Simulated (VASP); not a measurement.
# Al6N in VASP: further runs, part 3 of 3

VASP 6.6.1.

## Step 6: Single point, PBE

INCAR

```
PREC = Accurate
ENCUT = 520
EDIFF = 1E-6
ISMEAR = 0
SIGMA = 0.1
LREAL = False
LASPH = True
NELM = 80
ALGO = Normal
ISIF = 2
LWAVE = False
LCHARG = False
LDIPOL = True
IDIPOL = 3
DIPOL = 0.5 0.5 0.299
GGA = PE
NBANDS = 36
```

KPOINTS

```
Automatic mesh
0
Gamma
  5 5 1
```

POSCAR

```
Al6N
1.0
    5.7143028096      0.0000000000      0.0000000000
    0.0000000000      5.7143028096      0.0000000000
    0.0000000000      0.0000000000     22.1750227687
Al N
12 2
Direct
    0.2500000000      0.2500000000      0.1803831293
    0.2500000000      0.7500000000      0.1803831293
    0.7500000000      0.2500000000      0.1803831293
    0.7500000000      0.7500000000      0.1803831293
    0.0000000000      0.0000000000      0.2744094920
    0.0000000000      0.5000000000      0.2744094920
    0.5000000000      0.0000000000      0.2744094920
    0.5000000000      0.5000000000      0.2744094920
    0.2500000000      0.2500000000      0.3686590473
    0.2500000000      0.7500000000      0.3686590473
    0.7500000000      0.2500000000      0.3686590473
    0.7500000000      0.7500000000      0.3686590473
    0.3889628322      0.5000000000      0.4480276242
    0.6110371678      0.5000000000      0.4480276242
```

Potentials or basis: VASP PAW PBE potentials, release 64 (Al, N).

Run with:

```bash
> cat potpaw_PBE.64/Al/POTCAR potpaw_PBE.64/N/POTCAR > POTCAR
> mpirun -np 1 vasp_std > vasp.out
```

OUTCAR:

```text
PREC = Accurate
   ENCUT = 520
   EDIFF = 1E-6
   ISMEAR = 0
   LREAL = False
   LASPH = True
   NELM = 80
   ISIF = 2
   GGA = PE

 ion  position               nearest neighbor table
   1  0.250  0.250  0.180-   2 2.86   3 2.86   2 2.86   3 2.86   7 2.90   8 2.90   5 2.90   6 2.90

   2  0.250  0.750  0.180-   1 2.86   4 2.86   1 2.86   4 2.86   7 2.90   8 2.90   5 2.90   6 2.90

   3  0.750  0.250  0.180-   1 2.86   4 2.86   4 2.86   1 2.86   7 2.90   8 2.90   5 2.90   6 2.90
[... 4 lines left out ...]
                            11 2.91  12 2.91   9 2.91  10 2.91
   6  0.000  0.500  0.274-   5 2.86   8 2.86   5 2.86   8 2.86   1 2.90   2 2.90   3 2.90   4 2.90
                            11 2.91  12 2.91   9 2.91  10 2.91
   7  0.500  0.000  0.274-   5 2.86   8 2.86   8 2.86   5 2.86   1 2.90   2 2.90   3 2.90   4 2.90
                            11 2.91  12 2.91   9 2.91  10 2.91
   8  0.500  0.500  0.274-   6 2.86   7 2.86   7 2.86   6 2.86   1 2.90   2 2.90   3 2.90   4 2.90
                            11 2.91  12 2.91   9 2.91  10 2.91
   9  0.250  0.250  0.369-  13 2.40  11 2.86  10 2.86  10 2.86  11 2.86   6 2.91   7 2.91   8 2.91
                             5 2.91
  10  0.250  0.750  0.369-  13 2.40  12 2.86   9 2.86   9 2.86  12 2.86   6 2.91   7 2.91   8 2.91
                             5 2.91
  11  0.750  0.250  0.369-  14 2.40  12 2.86   9 2.86  12 2.86   9 2.86   6 2.91   7 2.91   8 2.91
                             5 2.91
[... 559 lines left out ...]
  Total      -11.6377799     -7.5241790     -2.2470339      0.0000000      0.0000000      0.0000000
  in kB      -25.7507656    -16.6486539     -4.9719830      0.0000000      0.0000000      0.0000000
  external PRESSURE =     -15.7904675 kB  Pullay stress =       0.0000000 kB

 VOLUME and BASIS-vectors are now :
 -----------------------------------------------------------------------------
  energy-cutoff  :      520.00
  volume of cell :      724.09
      direct lattice vectors                 reciprocal lattice vectors
     5.714302810  0.000000000  0.000000000     0.174999476  0.000000000  0.000000000
     0.000000000  5.714302810  0.000000000     0.000000000  0.174999476  0.000000000
     0.000000000  0.000000000 22.175022769     0.000000000  0.000000000  0.045095782

 POSITION                                       TOTAL-FORCE (eV/Angst)
 -----------------------------------------------------------------------------------
      1.42858      1.42858      4.00000        -0.071344     -0.041252      0.009299
      1.42858      4.28573      4.00000        -0.071344      0.041252      0.009299
      4.28573      1.42858      4.00000         0.071344     -0.041252      0.009299
      4.28573      4.28573      4.00000         0.071344      0.041252      0.009299
      0.00000      0.00000      6.08504         0.000000      0.000000     -0.029581
      0.00000      2.85715      6.08504         0.000000      0.000000     -0.017328
      2.85715      0.00000      6.08504         0.000000      0.000000     -0.025471
      2.85715      2.85715      6.08504         0.000000      0.000000      0.262064
      1.42858      1.42858      8.17502        -0.233045     -0.204889      0.179070
      1.42858      4.28573      8.17502        -0.233045      0.204889      0.179070
      4.28573      1.42858      8.17502         0.233045     -0.204889      0.179070
      4.28573      4.28573      8.17502         0.233045      0.204889      0.179070
      2.22265      2.85715      9.93502         3.953791      0.000000     -0.471580
      3.49165      2.85715      9.93502        -3.953791      0.000000     -0.471580
 -----------------------------------------------------------------------------------
    total drift:                                0.000000      0.000000     -0.000369

  FREE ENERGIE OF THE ION-ELECTRON SYSTEM (eV)
  ---------------------------------------------------
  free  energy   TOTEN  =       -56.4841691402 eV

  energy  without entropy=      -56.4585388244  energy(sigma->0) =      -56.47135398

 vacuum level on the upper side and lower side of the slab         4.120         3.403
```

OSZICAR:

```text
N       E                     dE             d eps       ncg     rms          rms(c)
DAV:   1     0.213628300427E+03    0.21363E+03   -0.13928E+04   648   0.900E+02
DAV:   2    -0.228156424481E+02   -0.23644E+03   -0.22526E+03   928   0.166E+02
DAV:   3    -0.569510192609E+02   -0.34135E+02   -0.32311E+02  1004   0.591E+01
DAV:   4    -0.587091366794E+02   -0.17581E+01   -0.16913E+01   864   0.152E+01
[... 18 lines left out ...]
DAV:  23    -0.564841569737E+02   -0.10281E-04   -0.41271E-07   584   0.196E-03    0.658E-04
DAV:  24    -0.564841646945E+02   -0.77209E-05   -0.31598E-07   544   0.142E-03    0.461E-04
DAV:  25    -0.564841677984E+02   -0.31038E-05   -0.16088E-07   532   0.925E-04    0.153E-04
DAV:  26    -0.564841688440E+02   -0.10457E-05   -0.42966E-08   436   0.591E-04    0.127E-04
DAV:  27    -0.564841691402E+02   -0.29617E-06   -0.10156E-08   432   0.395E-04
   1 F= -.56484169E+02 E0= -.56471354E+02  d E =-.256303E-01
```

stdout:

```text
POSCAR found type information on POSCAR AlN
 POSCAR found :  2 types and      14 ions
 scaLAPACK will be used
 LDA part: xc-table for (Slater+PW92), standard interpolation
 POSCAR, INCAR and KPOINTS ok, starting setup
 FFT: planning ... GRIDC
 FFT: planning ... GRID_SOFT
 FFT: planning ... GRID
 WAVECAR not read
 entering main loop
```

Wall time 14 min (1 thread of Intel Xeon Platinum 8259CL at 2.50GHz (Skylake/Cascade Lake), shared host); peak memory 0.7 GiB.

Results:

| Quantity | Value |
| --- | --- |
| Free energy | -56.4842 eV |
| Largest force | 3.982 eV/Å |
| Band gap on the k mesh | zero (bands 23 and 24 overlap by 0.58 eV) |

Forces on the atoms (eV/Å):
```
Al  -0.071 -0.041  0.009
Al  -0.071  0.041  0.009
Al   0.071 -0.041  0.009
Al   0.071  0.041  0.009
Al   0.000  0.000 -0.030
Al   0.000  0.000 -0.017
Al   0.000  0.000 -0.025
Al   0.000  0.000  0.262
Al  -0.233 -0.205  0.179
Al  -0.233  0.205  0.179
Al   0.233 -0.205  0.179
Al   0.233  0.205  0.179
N    3.954  0.000 -0.472
N   -3.954  0.000 -0.472
```

## Step 7: Single point, PBE

INCAR

```
SYSTEM = Al6N
PREC     = Accurate       ! precision mode
ENCUT    = 520            ! plane-wave cutoff, eV
EDIFF    = 1E-6           ! SCF threshold, eV
ISMEAR   = 0              ! smearing method
SIGMA    = 0.1            ! smearing width, eV
LREAL    = .FALSE.        ! projectors in reciprocal space
LASPH    = .TRUE.         ! aspherical terms in the spheres
NELM     = 60             ! most SCF steps
ALGO     = Normal         ! electronic algorithm
ISIF     = 2              ! what is computed and relaxed
LWAVE    = .FALSE.        ! write WAVECAR
LCHARG   = .FALSE.        ! write CHGCAR
LDIPOL   = .TRUE.       
IDIPOL   = 3            
DIPOL    = 0.5 0.5 0.305
GGA      = PE             ! functional
NBANDS   = 36             ! bands
```

KPOINTS

```
regular mesh
0
G
  5 5 1
  0 0 0
```

POSCAR, as its differences from that of step 6:

```diff
@@ -20,3 +20,3 @@
     0.7500000000      0.7500000000      0.3686590473
-    0.3889628322      0.5000000000      0.4480276242
-    0.6110371678      0.5000000000      0.4480276242
+    0.3889628322      0.5000000000      0.4859080814
+    0.6110371678      0.5000000000      0.4859080814
```

Run with:

```bash
> cat potpaw_PBE.64/Al/POTCAR potpaw_PBE.64/N/POTCAR > POTCAR
> mpirun -np 1 vasp_std > vasp.out
```

Run time: 13 min. Hardware: 1 thread of Intel Xeon Platinum 8259CL at 2.50GHz (Skylake/Cascade Lake), shared host; peak memory 0.7 GiB.

Results (log left out):

- Free energy: -56.5180 eV
- Largest force: 11.100 eV/Å
- Band gap on the k mesh: zero (bands 23 and 24 overlap by 0.50 eV)

Forces on the atoms (eV/Å):
```
Al   -0.013  -0.008   0.026
Al   -0.013   0.008   0.026
Al    0.013  -0.008   0.026
Al    0.013   0.008   0.026
Al    0.000   0.000   0.018
Al    0.000   0.000  -0.013
Al    0.000   0.000  -0.041
Al    0.000   0.000   0.027
Al   -0.094  -0.106  -0.117
Al   -0.094   0.106  -0.117
Al    0.094  -0.106  -0.117
Al    0.094   0.106  -0.117
N    11.099   0.000   0.184
N   -11.099   0.000   0.184
```

Levels at points of the mesh, in eV from the Fermi level:
```tsv
k point	band 21	band 22	band 23	band 24	band 25	band 26
(0.00, 0.00, 0.00)	-0.77	-0.74	-0.38	-0.05	-0.03	0.00
```

## Step 8: Summary

```csv
cell,gap on the mesh (eV),largest force (eV/Å)
"as given, atomic positions A",none,13.59
"as given, atomic positions B",none,5.45
"as given, atomic positions C",none,2.47
"as given, atomic positions D",none,3.05
"as given, atomic positions E",none,3.98
"as given, atomic positions F",none,11.10
```

Alike in all rows: task single point; level PBE; potentials or basis VASP PAW PBE potentials, release 64 (Al, N); no spin polarisation; k mesh 5 × 5 × 1; cutoff (eV) 520; smearing gaussian 0.1 eV.

Caveats: the standard files for N, O and F lose accuracy on very short bonds (at least some runs).

Total energies depend on the potentials used, so only differences within one code and one set of settings carry meaning.
